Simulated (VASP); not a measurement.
CaO, 2 atoms in the cell. The structure is cubic, space group Fm-3m (No. 225). The conventional cell has a = 4.633 Å, b = 4.633 Å, c = 4.633 Å, α = 90.00°, β = 90.00°, γ = 90.00°. Within 3.1 Å of Ca (site symmetry m-3m) lie 6 O at 2.32 Å. O (site symmetry m-3m) has 6 Ca at 2.32 Å within 3.1 Å. 

```yaml
Program: VASP 6.6.1
Task: single point
Functional: r2SCAN
Potentials_or_basis: VASP PAW PBE potentials, release 64 (Ca_sv, O)
Cutoff: 520 eV
k_mesh: 8 × 8 × 8
Occupations: gaussian, width 0.01 eV
Spin: no spin polarisation
Dipole_correction: no
Further_INCAR_settings: ALGO = Normal; EDIFF = 1e-07; NBANDS = 15
```

Potentials or basis: VASP PAW PBE potentials, release 64 (Ca_sv, O).

Run with:

```bash
$ cat potpaw_PBE.64/Ca_sv/POTCAR potpaw_PBE.64/O/POTCAR > POTCAR
$ cp INCAR.step1 INCAR
$ mpirun -np 1 vasp_std > vasp.out
$ cp INCAR.step2 INCAR
$ mpirun -np 1 vasp_std > vasp.out
```

Hardware: 1 thread of Intel(R) Xeon(R) 6975P-C (Granite Rapids), on a shared host.

**Question.** How long does it take, and how much memory?

**Answer.** Wall time 18 s on 1 thread of Intel(R) Xeon(R) 6975P-C (Granite Rapids), on a shared host, peak memory 0.14 GiB. Counts: k points 29.
